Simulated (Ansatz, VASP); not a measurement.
# WSe2: VASP beside Ansatz

```
W Se
1.0
     3.68345    0.00000    0.00000
    -1.84172    2.62202    0.00000
     0.00000    0.00000    6.67846
W Se
1 2
Direct
  0.00000 0.00000 0.00000
  0.33333 0.66667 0.24055
  0.33333 0.66667 0.75945
```

Change from the starting cell: strain +e along x and -e along y +0.1000, strain +e along z and -e/2 along x and y -0.0467.

Alike in both runs: task single point; functional PBE; dispersion D3(BJ); k mesh 9 × 9 × 4; occupations gaussian, width 0.05 eV; no spin polarisation.

|  | VASP | Ansatz |
| --- | --- | --- |
| version | VASP 6.6.1 | Ansatz 0.2.0 |
| potentials or method | VASP PAW PBE potentials, release 64 (W_sv, Se), cutoff 520 eV | scalar-relativistic, plane waves, PAW |
| valence electrons in the cell | 26 | 46 |

```csv
,VASP,Ansatz,Ansatz less VASP
gap on the k mesh at the Fermi level (eV),0.73,0.74,+0.009
least direct gap on the mesh (eV),1.32,1.32,+0.004
pressure (GPa),5.5,5.2,-0.34
"traceless stress, the component that is largest in VASP (GPa)",-14.42,-14.37,+0.048
rms of the force components (eV/Å),1.125,1.105,-0.0199
```

Atom by atom the forces differ by 0.027 eV/Å (rms over components). VASP's potentials hold 26 valence electrons a cell and Ansatz's 46, so a difference there can come from the potentials and not from the codes.

Spin-orbit coupling is off throughout.
